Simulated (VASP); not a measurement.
# Sb: electric field gradients with r2SCAN

Crystal: Sb.

```
Sb
1.0
     4.30840    2.48746    7.51600
    -4.30840    2.48746    7.51600
     0.00000   -4.97491    7.51600
Sb
16
Direct
  0.11675 0.11675 0.11675
  0.11675 0.11675 0.61674
  0.11675 0.61674 0.11675
  0.11675 0.61674 0.61674
  0.61674 0.11675 0.11675
  0.61674 0.11675 0.61674
  0.61674 0.61674 0.11675
  0.61674 0.61674 0.61674
  0.38326 0.38326 0.38326
  0.38326 0.38326 0.88326
  0.38326 0.88326 0.38326
  0.38326 0.88326 0.88326
  0.88326 0.38326 0.38326
  0.88326 0.38326 0.88326
  0.88326 0.88326 0.38326
  0.88326 0.88326 0.88326
```

* Program: VASP 6.6.1
* Task: electric field gradients
* Functional: r2SCAN
* Potentials or basis: VASP PAW PBE potentials, release 64 (Sb)
* Cutoff: 520 eV
* k mesh: 5 × 5 × 5
* Occupations: fermi-dirac, width 0.05 eV
* Spin: no spin polarisation
* Dipole correction: no
* Further INCAR settings: LREAL = Auto; ALGO = Normal; EDIFF = 1e-08; NBANDS = 54

* Pressure: 1.8 GPa
* Largest force: 0.079 eV/Å
* Band gap on the k mesh: zero (bands 40 and 41 overlap by 0.11 eV)
* Largest electric field gradient by atom: Sb -57.9 V/Å²

Forces in eV/Å, atoms in the order of the input:
```
Sb   0.000  0.000  0.079
Sb   0.000  0.000  0.079
Sb   0.000  0.000  0.079
Sb   0.000  0.000  0.079
Sb   0.000  0.000  0.079
Sb   0.000  0.000  0.079
Sb   0.000  0.000  0.079
Sb   0.000  0.000  0.079
Sb   0.000  0.000 -0.079
Sb   0.000  0.000 -0.079
Sb   0.000  0.000 -0.079
Sb   0.000  0.000 -0.079
Sb   0.000  0.000 -0.079
Sb   0.000  0.000 -0.079
Sb   0.000  0.000 -0.079
Sb   0.000  0.000 -0.079
```

Stress tensor (GPa, compression positive):
```
1.90 0.00 0.00
0.00 1.90 0.00
0.00 0.00 1.70
```

Levels at points of the mesh, in eV from the Fermi level:
```csv
k point,band 36,band 37,band 38,band 39,band 40,band 41,band 42,band 43,band 44,band 45
"(0.00, 0.00, 0.00)",-1.54,-0.41,-0.41,-0.41,-0.38,-0.12,-0.12,-0.12,0.03,0.03
```

Electric field gradients, principal values (V/Å²):
```tsv
atom	least	middle	greatest (by size)
1 Sb	28.962	28.962	-57.924
2 Sb	28.962	28.962	-57.924
3 Sb	28.962	28.962	-57.924
4 Sb	28.962	28.962	-57.924
5 Sb	28.962	28.962	-57.924
6 Sb	28.962	28.962	-57.924
7 Sb	28.962	28.962	-57.924
8 Sb	28.962	28.962	-57.924
9 Sb	28.962	28.962	-57.924
10 Sb	28.962	28.962	-57.924
11 Sb	28.962	28.962	-57.924
12 Sb	28.962	28.962	-57.924
13 Sb	28.962	28.962	-57.924
14 Sb	28.962	28.962	-57.924
15 Sb	28.962	28.962	-57.924
16 Sb	28.962	28.962	-57.924
```

It took 2 h on 1 thread of Intel Xeon 8259CL (shared host), peak memory 0.95 GiB.

Caveat: without QUAD_EFG the Cq values of the log hold for a quadrupole moment of 1 mb, not for the nuclei; the PAW data sets were made with another functional, which shifts forces and pressure a little; spin-orbit coupling is left out, which moves the levels of the heavy elements.
